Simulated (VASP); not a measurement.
# PbS (Pm-3m) in VASP: notebook

PbS is run at these levels: PBEsol, r2SCAN, PBE; tasks: single point.

Program: VASP 6.6.1. These are calculated values, not measurements. Logs are shortened: lines on timing, memory, paths and dates and some standing lists are left out, and cuts for length are marked.

### 1 The cell of the first run

Symmetry: Pm-3m, No. 221, cubic system. The conventional cell has a = 3.635 Å, b = 3.635 Å, c = 3.635 Å, α = 90.00°, β = 90.00°, γ = 90.00°. Within 4.1 Å of Pb (site symmetry m-3m) lie 8 S at 3.15 Å and 6 Pb at 3.64 Å. S (site symmetry m-3m) has 8 Pb at 3.15 Å and 6 S at 3.64 Å within 4.1 Å.

### 2 Single point, PBEsol

INCAR reads:

```
SYSTEM = PbS
PREC = Accurate
ENCUT = 500
EDIFF = 1E-6
ISMEAR = -1
SIGMA = 0.02
LREAL = .False.
LASPH = .True.
NELM = 120
ALGO = Normal
ISIF = 2
LWAVE = .False.
LCHARG = .False.
GGA = PS
NBANDS = 17
GGA_COMPAT = .False.
```

KPOINTS reads:

```
regular mesh
0
Gamma
  6 6 6
  0 0 0
```

POSCAR reads:

```
PbS
1.0
    3.6351320232      0.0000000000      0.0000000000
    0.0000000000      3.6351320232      0.0000000000
    0.0000000000      0.0000000000      3.6351320232
Pb S
1 1
Direct
    0.0000000000      0.0000000000      0.0000000000
    0.5000000000      0.5000000000      0.5000000000
```

Potentials or basis: VASP PAW PBE potentials, release 64 (Pb_d, S).

Started as:

```sh
> cat potpaw_PBE.64/Pb_d/POTCAR potpaw_PBE.64/S/POTCAR > POTCAR
> mpirun -np 1 vasp_std > vasp.out
```

OUTCAR:

```text
SYSTEM = PbS
   PREC = Accurate
   ENCUT = 500
   EDIFF = 1E-6
   ISMEAR = -1
   LREAL = .False.
   LASPH = .True.
   NELM = 120
   ISIF = 2
   GGA = PS

 ion  position               nearest neighbor table
   1  0.000  0.000  0.000-   2 3.15   2 3.15   2 3.15   2 3.15   2 3.15   2 3.15   2 3.15   2 3.15

   2  0.500  0.500  0.500-   1 3.15   1 3.15   1 3.15   1 3.15   1 3.15   1 3.15   1 3.15   1 3.15

  LATTYP: Found a simple cubic cell.
 ALAT       =     3.6351320232

  Lattice vectors:

 A1 = (   3.6351320232,   0.0000000000,   0.0000000000)
 A2 = (   0.0000000000,   3.6351320232,   0.0000000000)
 A3 = (   0.0000000000,   0.0000000000,   3.6351320232)

Analysis of symmetry for initial positions (statically):
=====================================================================
 Subroutine PRICEL returns:
 Original cell was already a primitive cell.

 Routine SETGRP: Setting up the symmetry group for a
 simple cubic supercell.

 Subroutine GETGRP returns: Found 48 space group operations
 (whereof 48 operations were pure point group operations)
 out of a pool of 48 trial point group operations.

The static configuration has the point symmetry O_h .

Analysis of symmetry for dynamics (positions and initial velocities):
=====================================================================
 Subroutine PRICEL returns:
 Original cell was already a primitive cell.

 Routine SETGRP: Setting up the symmetry group for a
 simple cubic supercell.

 Subroutine GETGRP returns: Found 48 space group operations
 (whereof 48 operations were pure point group operations)
 out of a pool of 48 trial point group operations.

The dynamic configuration has the point symmetry O_h .

 Subroutine INISYM returns: Found 48 space group operations
 (whereof 48 operations are pure point group operations),
 and found     1 'primitive' translations

----------------------------------------------------------------------------------------

                                     Primitive cell

  volume of cell :      48.0353

  direct lattice vectors                    reciprocal lattice vectors
     3.635132023  0.000000000  0.000000000     0.275093172  0.000000000  0.000000000
     0.000000000  3.635132023  0.000000000     0.000000000  0.275093172  0.000000000
     0.000000000  0.000000000  3.635132023     0.000000000  0.000000000  0.275093172

  length of vectors
     3.635132023  3.635132023  3.635132023     0.275093172  0.275093172  0.275093172

  position of ions in fractional coordinates (direct lattice)
     0.000000000  0.000000000  0.000000000
     0.500000000  0.500000000  0.500000000

  ion indices of the primitive-cell ions
   primitive index   ion index
                 1           1
                 2           2

----------------------------------------------------------------------------------------

 KPOINTS: regular mesh

Automatic generation of k-mesh.
 Grid dimensions read from file:
 generate k-points for:    6    6    6

 Generating k-lattice:

  Cartesian coordinates                     Fractional coordinates (reciprocal lattice)
     0.045848862  0.000000000  0.000000000     0.166666667  0.000000000  0.000000000
     0.000000000  0.045848862  0.000000000     0.000000000  0.166666667  0.000000000
     0.000000000  0.000000000  0.045848862     0.000000000  0.000000000  0.166666667

  Length of vectors
     0.045848862  0.045848862  0.045848862

  Shift w.r.t. Gamma in fractional coordinates (k-lattice)
     0.000000000  0.000000000  0.000000000

 Subroutine IBZKPT returns following result:
 ===========================================

 Found     20 irreducible k-points:

 Following reciprocal coordinates:
            Coordinates               Weight
  0.000000  0.000000  0.000000      1.000000
  0.166667  0.000000  0.000000      6.000000
  0.333333  0.000000  0.000000      6.000000
  0.500000  0.000000  0.000000      3.000000
  0.166667  0.166667  0.000000     12.000000
  0.333333  0.166667  0.000000     24.000000
[... 12 lines left out ...]
  0.500000  0.500000  0.333333      6.000000
  0.500000  0.500000  0.500000      1.000000
   k-points           NKPTS =     20   k-points in BZ     NKDIM =     20   number of bands    NBANDS=     17
   number of dos      NEDOS =    301   number of ions     NIONS =      2
   total plane-waves  NPLWV =  21952
   dimension x,y,z NGX =    28 NGY =   28 NGZ =   28
   dimension x,y,z NGXF=    56 NGYF=   56 NGZF=   56
   ions per type =               1   1
   NGX,Y,Z   is equivalent  to a cutoff of  12.81, 12.81, 12.81 a.u.
   NGXF,Y,Z  is equivalent  to a cutoff of  25.61, 25.61, 25.61 a.u.
 SYSTEM =  PbS
   PREC   = accura    normal or accurate (medium, high low for compatibility)
   ISTART =      0    job   : 0-new  1-cont  2-samecut
   ICHARG =      2    charge: 1-file 2-atom 10-const
   ISPIN  =      1    spin polarized calculation?
   LNONCOLLINEAR =      F non collinear calculations
   LSORBIT =      F    spin-orbit coupling
   LASPH  =      T    aspherical Exc in radial PAW
   ENCUT  =  500.0 eV  36.75 Ry    6.06 a.u.   6.63  6.63  6.63*2*pi/ulx,y,z
   NELM   =    120;   NELMIN=  2; NELMDL= -5     # of ELM steps
   EDIFF  = 0.1E-05   stopping-criterion for ELM
   LREAL  =      F    real-space projection
   EDIFFG = 0.1E-04   stopping-criterion for IOM
   NSW    =      0    number of steps for IOM
   IBRION =     -1    ionic relax: 0-MD 1-quasi-New 2-CG
   NFREE  =      0    steps in history (QN), initial steepest desc. (CG)
   ISIF   =      2    stress and relaxation
   ISYM   =      2    0-nonsym 1-usesym 2-fastsym
   POTIM  = 0.5000    time-step for ionic-motion
   TEBEG  =    0.0;   TEEND  =   0.0 temperature during run
   PSTRESS=    0.0 pullay stress
   NELECT =      20.0000    total number of electrons
   NUPDOWN=      -1.0000    fix difference up-down
   EMIN   =  10.00;   EMAX   =-10.00  energy-range for DOS
   EFERMI =   0.00;   METHOD = LEGACY
   ISMEAR =    -1;   SIGMA  =   0.02  broadening in eV -4-tet -1-fermi 0-gaus
   EFERMI_NEDOS =   21; number of points for ismear=-14 and -15
   IALGO  =     38    algorithm
   IMIX   =      4    mixing-type and parameters
     AMIX     =   0.40;   BMIX     =  1.00
     AMIX_MAG =   1.60;   BMIX_MAG =  1.00
  volume/ion in A,a.u.               =      24.02       162.08
  Fermi-wavevector in a.u.,A,eV,Ry     =   1.222451  2.310097 20.332348  1.494385
  Thomas-Fermi vector in A             =   2.357597
   LORBIT       =      0    0 simple, 1 ext, 2 COOP (PROOUT), +10 PAW based schemes
   GGA     = PS    functional components
   LHFCALC =     F    Hartree Fock is set to
   AEXX    =    0.0000 exact exchange contribution
   IVDW    =     0    specifies the selected vdW correction
   LEPSILON=     F    determine dielectric tensor
   LRPA    =     F    only Hartree local field effects (RPA)
 non-spin polarized calculation
  energy-cutoff  :      500.00
  volume of cell :       48.04
 maximum number of plane-waves:      1233
 NGX is ok and might be reduce to    28
   NGX = 13   NGY = 13   NGZ = 13

 number of electron      19.9999994 magnetization

 Free energy of the ion-electron system (eV)
  ---------------------------------------------------
  ext. energy  EPLUGINS =         0.00000000
  ---------------------------------------------------
  free energy    TOTEN  =        -8.99652059 eV

  energy without entropy =       -8.99543547  energy(sigma->0) =       -8.99597803

 E-fermi :   6.2229     XC(G=0): -10.4239

 val. band max:        6.2135474930   @ k =   0.1667   0.1667   0.1667
 cond. band min:       6.3220695467   @ k =   0.5000   0.3333   0.3333
 fundamental gap:      0.1085220537
 Fermi energy:         6.2229098298

 k-point     1 :       0.0000    0.0000    0.0000
  band No.  band energies     occupation
      1     -10.6718      2.00000
      2     -10.6718      2.00000
      3     -10.4484      2.00000
      4     -10.4484      2.00000
      5     -10.4484      2.00000
      6      -7.0819      2.00000
[... 9 lines left out ...]
     16      18.9956      0.00000
     17      19.0006      0.00000

 k-point     2 :       0.1667    0.0000    0.0000
  band No.  band energies     occupation
      1     -10.6691      2.00000
      2     -10.6301      2.00000
      3     -10.4642      2.00000
      4     -10.4642      2.00000
      5     -10.4468      2.00000
      6      -6.8407      2.00000
[... 9 lines left out ...]
     16      18.5157      0.00000
     17      18.7451      0.00000

 k-point     3 :       0.3333    0.0000    0.0000
  band No.  band energies     occupation
      1     -10.6636      2.00000
      2     -10.5472      2.00000
      3     -10.4954      2.00000
      4     -10.4954      2.00000
      5     -10.4438      2.00000
      6      -6.2044      2.00000
[... 9 lines left out ...]
     16      16.5730      0.00000
     17      18.9645      0.00000

 k-point     4 :       0.5000    0.0000    0.0000
  band No.  band energies     occupation
      1     -10.6609      2.00000
      2     -10.5109      2.00000
      3     -10.5109      2.00000
      4     -10.5062      2.00000
      5     -10.4423      2.00000
      6      -5.7172      2.00000
[... 9 lines left out ...]
     16      18.9478      0.00000
     17      20.0265      0.00000
[... 263 lines left out ...]
      1     -10.5841      2.00000
      2     -10.5660      2.00000
      3     -10.5443      2.00000
      4     -10.4612      2.00000
      5     -10.4161      2.00000
      6      -4.8410      2.00000
[... 9 lines left out ...]
     16      18.1180      0.00000
     17      21.8627      0.00000

 k-point    19 :       0.5000    0.5000    0.3333
  band No.  band energies     occupation
      1     -10.5987      2.00000
      2     -10.5636      2.00000
      3     -10.5636      2.00000
      4     -10.4380      2.00000
      5     -10.3909      2.00000
      6      -4.7314      2.00000
[... 9 lines left out ...]
     16      18.9734      0.00000
     17      22.5339      0.00000

 k-point    20 :       0.5000    0.5000    0.5000
  band No.  band energies     occupation
      1     -10.5847      2.00000
      2     -10.5847      2.00000
      3     -10.5847      2.00000
      4     -10.3900      2.00000
      5     -10.3900      2.00000
      6      -4.6672      2.00000
[... 9 lines left out ...]
     16      19.9200      0.00000
     17      22.7015      0.00000

------------------------ aborting loop because EDIFF is reached ----------------------------------------

  FORCE on cell =-STRESS in cart. coord.  units (eV):
  Direction    XX          YY          ZZ          XY          YZ          ZX
  --------------------------------------------------------------------------------------
  -------------------------------------------------------------------------------------
  Total       -0.7396977     -0.7396977     -0.7396977      0.0000000      0.0000000      0.0000000
  in kB      -24.6719957    -24.6719957    -24.6719957      0.0000000      0.0000000      0.0000000
  external PRESSURE =     -24.6719957 kB  Pullay stress =       0.0000000 kB

 VOLUME and BASIS-vectors are now :
 -----------------------------------------------------------------------------
  energy-cutoff  :      500.00
  volume of cell :       48.04
      direct lattice vectors                 reciprocal lattice vectors
     3.635132023  0.000000000  0.000000000     0.275093172  0.000000000  0.000000000
     0.000000000  3.635132023  0.000000000     0.000000000  0.275093172  0.000000000
     0.000000000  0.000000000  3.635132023     0.000000000  0.000000000  0.275093172

 POSITION                                       TOTAL-FORCE (eV/Angst)
 -----------------------------------------------------------------------------------
      0.00000      0.00000      0.00000         0.000000      0.000000      0.000000
      1.81757      1.81757      1.81757         0.000000      0.000000      0.000000
 -----------------------------------------------------------------------------------
    total drift:                               -0.000000      0.000000      0.000000

  FREE ENERGIE OF THE ION-ELECTRON SYSTEM (eV)
  ---------------------------------------------------
  free  energy   TOTEN  =        -8.9965205866 eV

  energy  without entropy=       -8.9954354698  energy(sigma->0) =       -8.99597803
```

It took 6.1 s on 1 thread of Intel Xeon 6975P-C (Granite Rapids), shared host; peak memory 0.16 GiB.

Results:

```
Free energy            : -8.9965 eV
Pressure               : -2.5 GPa
Band gap on the k mesh : zero (bands 10 and 11 overlap by 0.65 eV)
```

Levels at points of the mesh, in eV from the Fermi level:
```tsv
k point	band 7	band 8	band 9	band 10	band 11	band 12	band 13	band 14
(0.00, 0.00, 0.00)	-6.76	-1.69	-1.69	-1.69	5.31	5.31	6.53	6.53
(0.50, 0.00, 0.00)	-9.18	-0.53	-0.53	-0.14	0.19	3.84	3.84	6.52
(0.50, 0.50, 0.00)	-7.37	-4.63	-4.63	-0.33	4.15	4.15	5.90	7.06
(0.50, 0.50, 0.50)	-6.02	-2.50	-2.50	-2.50	-0.66	-0.66	-0.66	13.70
```

Caveat: semilocal functionals underestimate gaps, so a narrow gap can read as zero; the PAW data sets were made with another functional, which shifts forces and pressure a little; spin-orbit coupling is left out, which moves the levels of the heavy elements.

### 3 Single point, r2SCAN

POSCAR is that of step 2.

INCAR.step1 reads:

```
PREC = Accurate
ENCUT = 550
ISMEAR = -1
SIGMA = 0.02
LREAL = F
LASPH = T
NELM = 120
NBANDS = 17
GGA = PE
ALGO = Normal
EDIFF = 1E-5
LWAVE = T
LCHARG = F
GGA_COMPAT = F
```

INCAR.step2 reads:

```
PREC = Accurate
ENCUT = 550
EDIFF = 1E-6
ISMEAR = -1
SIGMA = 0.02
LREAL = F
LASPH = T
NELM = 120
ALGO = Normal
ISIF = 2
LWAVE = F
LCHARG = F
METAGGA = R2SCAN
LMIXTAU = T
NBANDS = 17
ISTART = 1
GGA_COMPAT = F
```

KPOINTS reads:

```
Automatic mesh
0
Gamma
  6 6 6
```

Potentials or basis: VASP PAW PBE potentials, release 64 (Pb_d, S).

Started as:

```sh
> cat potpaw_PBE.64/Pb_d/POTCAR potpaw_PBE.64/S/POTCAR > POTCAR
> cp INCAR.step1 INCAR
> mpirun -np 1 vasp_std > vasp.out
> cp INCAR.step2 INCAR
> mpirun -np 1 vasp_std > vasp.out
```

It took 24 s on 1 thread of Intel Xeon 6975P-C (Granite Rapids), shared host; peak memory 0.17 GiB.

The run converged. Its results:

| Property | Result |
| --- | --- |
| Free energy | -65.0794 eV |
| Pressure | 0.0 GPa |
| Band gap on the k mesh | zero (bands 10 and 11 overlap by 0.31 eV) |

Levels at points of the mesh, in eV from the Fermi level:
| k point | band 8 | band 9 | band 10 | band 11 | band 12 | band 13 |
| --- | --- | --- | --- | --- | --- | --- |
| (0.00, 0.00, 0.00) | -1.73 | -1.73 | -1.73 | 5.96 | 5.96 | 7.02 |
| (0.50, 0.00, 0.00) | -0.56 | -0.56 | -0.10 | 0.67 | 4.21 | 4.21 |
| (0.50, 0.50, 0.00) | -4.64 | -4.64 | -0.36 | 4.59 | 4.59 | 6.30 |
| (0.50, 0.50, 0.50) | -2.55 | -2.55 | -2.55 | -0.32 | -0.32 | -0.32 |

Caveat: semilocal functionals underestimate gaps, so a narrow gap can read as zero; the PAW data sets were made with another functional, which shifts forces and pressure a little; spin-orbit coupling is left out, which moves the levels of the heavy elements.

### 4 Single point, PBE, non-collinear spin, zero start, spin-orbit coupling

INCAR reads:

```
SYSTEM = PbS
PREC = Accurate
ENCUT = 500
EDIFF = 1E-6
ISMEAR = -1
SIGMA = 0.02
LREAL = .False.
LASPH = .True.
NELM = 200
ALGO = Normal
ISIF = 2
LWAVE = .False.
LCHARG = .False.
MAGMOM = 0 0 0 0 0 0
LORBIT = 11
LSORBIT = .True.
GGA_COMPAT = .False.
LORBMOM = .True.
GGA = PE
NBANDS = 32
```

KPOINTS reads:

```
Automatic mesh
0
Gamma
  4 4 4
  0 0 0
```

POSCAR is that of step 3.

Started as:

```sh
> cat potpaw_PBE.64/Pb_d/POTCAR potpaw_PBE.64/S/POTCAR > POTCAR
> mpirun -np 1 vasp_ncl > vasp.out
```

It took 18 s on 1 thread of Intel Xeon 6975P-C (Granite Rapids), shared host; peak memory 0.25 GiB.

It converged, with:

```
Free energy                                           : -8.5555 eV
Pressure                                              : 0.8 GPa
Net moment                                            : 0.00 μB per cell
Valence electrons inside the program's atomic spheres : Pb 11.80; S 3.67
```

Moments on the atoms (μB; x, y, z):
```
Pb  0.00 0.00 0.00
S   0.00 0.00 0.00
```

Caveat: the k points lie up to 0.43 Å⁻¹ apart.

### 5 Summary

| level | spin | k mesh | cutoff (eV) | gap on the mesh (eV) | pressure (GPa) |
| --- | --- | --- | --- | --- | --- |
| PBEsol | off | 6 × 6 × 6 | 500 | none | -2.5 |
| r2SCAN | off | 6 × 6 × 6 | 550 | none | 0.0 |
| PBE | non-collinear, zero start, SOC | 4 × 4 × 4 | 500 | - | 0.8 |

Alike in all rows: task single point; potentials or basis VASP PAW PBE potentials, release 64 (Pb_d, S); cell as given; smearing fermi-dirac 0.02 eV.

Caveats: some runs use coarse meshes; semilocal functionals underestimate gaps, so a narrow gap can read as zero (at least some runs); the PAW data sets were made with another functional, which shifts forces and pressure a little (at least some runs); spin-orbit coupling is left out, which moves the levels of the heavy elements (at least some runs).

Total energies depend on the potentials used, so only differences within one code and one set of settings carry meaning.
